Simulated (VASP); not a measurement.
Here is a VASP 6.6.1 calculation.

INCAR

```
PREC = Accurate
ENCUT = 520
EDIFF = 1E-6
ISMEAR = -1
SIGMA = 0.03
LREAL = F
LASPH = T
NELM = 80
ALGO = Normal
ISIF = 2
LWAVE = F
LCHARG = F
GGA = CA
NBANDS = 16
```

File KPOINTS:

```
regular mesh
0
Gamma
  6 6 5
```

File POSCAR:

```
Se
1.0
    4.3225379494      0.0000000000      0.0000000000
   -2.1612689748      3.7434276731      0.0000000000
    0.0000000000      0.0000000000      4.9536000000
Se
3
Direct
    0.2254000000      0.0000000000      0.3333333333
    0.0000000000      0.2254000000      0.6666666667
    0.7746000000      0.7746000000      0.0000000000
```

Potentials or basis: VASP PAW LDA potentials, release 64 (Se).

Launch:

```sh
$ cat potpaw_LDA.64/Se/POTCAR > POTCAR
$ mpirun -np 1 vasp_std > vasp.out
```

Task: What does it give for the band gap on the k mesh?

Result: 1.19 eV (least direct gap 1.37 eV).

Task: Predict the pressure.

Result: -0.1 GPa.

Task: What does it give for the largest force?

Result: 0.458 eV/Å.

Stress tensor (GPa, compression positive):
```
-0.70  0.00  0.00
 0.00 -0.70  0.00
 0.00  0.00  1.03
```

Caveat: the cell differs from its parent crystal (equal xx and yy strain of -1 %); an odd mesh through Γ misses points on the zone boundary, where band edges can lie.
